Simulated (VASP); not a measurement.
# NaCl (Pm-3m) in VASP: settings compared, part 2 of 2

VASP 6.6.1. The steps go on from the part before.

## 5. Single point, PBEsol+D3(BJ)

This run uses another cell than the first one, of 19.29 Å³/atom, 0.956 times its volume.

File INCAR:

```
ALGO     = Normal         # electronic algorithm
EDIFF    = 1E-6           # SCF threshold, eV
ENCUT    = 520            # plane-wave cutoff, eV
GGA      = PS             # functional
ISIF     = 2              # what is computed and relaxed
ISMEAR   = -1             # smearing method
IVDW     = 12             # dispersion correction
LASPH    = True           # aspherical terms in the spheres
LCHARG   = False          # write CHGCAR
LREAL    = False          # projectors in reciprocal space
LWAVE    = False          # write WAVECAR
NBANDS   = 14             # bands
NELM     = 60             # most SCF steps
PREC     = Accurate       # precision mode
SIGMA    = 0.05           # smearing width, eV
```

File KPOINTS:

```
k-points
0
Gamma
  8 8 8
```

File POSCAR:

```
NaCl
1.0
    3.3792554391      0.0000000000      0.0000000000
    0.0000000000      3.3792554391      0.0000000000
    0.0000000000      0.0000000000      3.3792554391
Cl Na
1 1
Direct
    0.5000000000      0.5000000000      0.5000000000
    0.0000000000      0.0000000000      0.0000000000
```

Potentials or basis: VASP PAW PBE potentials, release 64 (Cl, Na_pv).

On the command line:

```bash
$ cat potpaw_PBE.64/Cl/POTCAR potpaw_PBE.64/Na_pv/POTCAR > POTCAR
$ mpirun -np 1 vasp_std > vasp.out
```

OUTCAR:

```text
EDIFF = 1E-6
   ENCUT = 520
   GGA = PS
   ISIF = 2
   ISMEAR = -1
   IVDW = 12
   LASPH = True
   LREAL = False
   NELM = 60
   PREC = Accurate
 IVDW          = 12

 ion  position               nearest neighbor table
   1  0.500  0.500  0.500-
   2  0.000  0.000  0.000-

  LATTYP: Found a simple cubic cell.
 ALAT       =     3.3792554391

  Lattice vectors:

 A1 = (   3.3792554391,   0.0000000000,   0.0000000000)
 A2 = (   0.0000000000,   3.3792554391,   0.0000000000)
 A3 = (   0.0000000000,   0.0000000000,   3.3792554391)

Analysis of symmetry for initial positions (statically):
=====================================================================
 Subroutine PRICEL returns:
 Original cell was already a primitive cell.

 Routine SETGRP: Setting up the symmetry group for a
 simple cubic supercell.

 Subroutine GETGRP returns: Found 48 space group operations
 (whereof 48 operations were pure point group operations)
 out of a pool of 48 trial point group operations.

The static configuration has the point symmetry O_h .

Analysis of symmetry for dynamics (positions and initial velocities):
[... 176 lines left out ...]
      9       9.4328      0.00000
     10       9.4328      0.00000
     11      17.4568      0.00000
     12      17.4571      0.00000
     13      17.4585      0.00000
     14      17.7694      0.00000
[... 377 lines left out ...]
      1     -20.6889      2.00000
      2     -20.6787      2.00000
      3     -20.6364      2.00000
      4     -11.7853      2.00000
      5      -1.6108      2.00000
      6      -1.1968      2.00000
      7       0.7103      2.00000
      8       7.1474      0.00000
      9      10.8376      0.00000
     10      11.0971      0.00000
     11      12.3976      0.00000
     12      15.1083      0.00000
     13      15.2179      0.00000
     14      18.5010      0.00000

 [... further k-points ...]

------------------------ aborting loop because EDIFF is reached ----------------------------------------

 Edisp (eV)   -0.44589

 E8    (eV) :    -0.2865

  FORCE on cell =-STRESS in cart. coord.  units (eV):
  Direction    XX          YY          ZZ          XY          YZ          ZX
  --------------------------------------------------------------------------------------
  -------------------------------------------------------------------------------------
  Total       0.00768     0.00768     0.00768     0.00000     0.00000    -0.00000
  in kB       0.31869     0.31869     0.31869     0.00000     0.00000    -0.00000
  external pressure =        0.32 kB  Pullay stress =        0.00 kB

 VOLUME and BASIS-vectors are now :
 -----------------------------------------------------------------------------
  energy-cutoff  :      520.00
  volume of cell :       38.59
      direct lattice vectors                 reciprocal lattice vectors
     3.379255439  0.000000000  0.000000000     0.295923175  0.000000000  0.000000000
     0.000000000  3.379255439  0.000000000     0.000000000  0.295923175  0.000000000
     0.000000000  0.000000000  3.379255439     0.000000000  0.000000000  0.295923175

 POSITION                                       TOTAL-FORCE (eV/Angst)
 -----------------------------------------------------------------------------------
      1.68963      1.68963      1.68963         0.000000      0.000000      0.000000
      0.00000      0.00000      0.00000         0.000000      0.000000      0.000000
 -----------------------------------------------------------------------------------
    total drift:                               -0.000000      0.000000      0.000000

  FREE ENERGIE OF THE ION-ELECTRON SYSTEM (eV)
  ---------------------------------------------------
  free  energy   TOTEN  =        -7.1619379274 eV

  energy  without entropy=       -7.1619379274  energy(sigma->0) =       -7.16193793
```

Wall time 8.9 s (1 thread of Intel Xeon Platinum 8559C (Emerald Rapids), shared host); peak memory 0.16 GiB.

Results:

```
Free energy                : -7.1619 eV
Pressure                   : 0.0 GPa
Band gap on the k mesh     : 4.21 eV, indirect (least direct gap 4.80 eV)
Dispersion energy per atom : -0.223 eV
```

Caveat: the PAW data sets were made with another functional, which shifts forces and pressure a little. A k mesh can miss the band edges.

## 6. Single point, PBEsol+D4

This run uses another cell than the first one, of 20.12 Å³/atom, 0.997 times its volume.

File INCAR:

```
SYSTEM = NaCl
PREC = Accurate
ENCUT = 520
EDIFF = 1E-6
ISMEAR = -1
SIGMA = 0.05
LREAL = .FALSE.
LASPH = .TRUE.
NELM = 60
ALGO = Normal
ISIF = 2
LWAVE = .FALSE.
LCHARG = .FALSE.
GGA = PS
IVDW = 13
NBANDS = 14
```

File KPOINTS:

```
Automatic mesh
0
G
  8 8 8
  0 0 0
```

File POSCAR:

```
NaCl
1.0
    3.4269873558      0.0000000000      0.0000000000
    0.0000000000      3.4269873558      0.0000000000
    0.0000000000      0.0000000000      3.4269873558
Cl Na
1 1
Direct
    0.5000000000      0.5000000000      0.5000000000
    0.0000000000      0.0000000000      0.0000000000
```

Potentials or basis: VASP PAW PBE potentials, release 64 (Cl, Na_pv).

On the command line:

```bash
$ cat potpaw_PBE.64/Cl/POTCAR potpaw_PBE.64/Na_pv/POTCAR > POTCAR
$ mpirun -np 1 vasp_std > vasp.out
```

It took 8.8 s on 1 thread of Intel Xeon Platinum 8559C (Emerald Rapids), shared host; peak memory 0.15 GiB.

The run converged. Its results:

```yaml
Free_energy: -6.8565 eV
Pressure: 0.0 GPa
Band_gap_on_the_k_mesh: 4.05 eV, indirect (least direct gap 4.61 eV)
Dispersion_energy_per_atom: -0.064 eV
```

Levels at points of the mesh, in eV from the valence-band top:
```tsv
k point	band 5	band 6	band 7	band 8	band 9	band 10
(0.00, 0.00, 0.00)	-0.56	-0.56	-0.56	4.05	8.33	8.33
(0.50, 0.00, 0.00)	-3.31	-0.29	-0.29	6.94	8.93	10.35
(0.50, 0.50, 0.00)	-2.55	-2.55	0.00	5.40	9.86	11.30
(0.50, 0.50, 0.50)	-2.09	-2.09	-2.09	6.95	6.95	6.95
```

Caveat: the PAW data sets were made with another functional, which shifts forces and pressure a little. A k mesh can miss the band edges.

## 7. Summary

```tsv
level	cell	gap on the mesh (eV)	pressure (GPa)
PBE	a = 3.431 Å, 2 atoms	4.20	1.9
PBE	a = 3.548 Å, 2 atoms	3.85	-0.9
RPBE+D3(BJ)	a = 3.180 Å, 2 atoms	5.52	-0.1
PBEsol+D3(BJ)	a = 3.379 Å, 2 atoms	4.21	0.0
PBEsol+D4	a = 3.427 Å, 2 atoms	4.05	0.0
```

Alike in all rows: task single point; potentials or basis VASP PAW PBE potentials, release 64 (Cl, Na_pv); no spin polarisation; k mesh 8 × 8 × 8; cutoff (eV) 520; smearing fermi-dirac 0.05 eV.

Caveats: the PAW data sets were made with another functional, which shifts forces and pressure a little (some runs).

Total energies depend on the potentials used, so only differences within one code and one set of settings carry meaning.
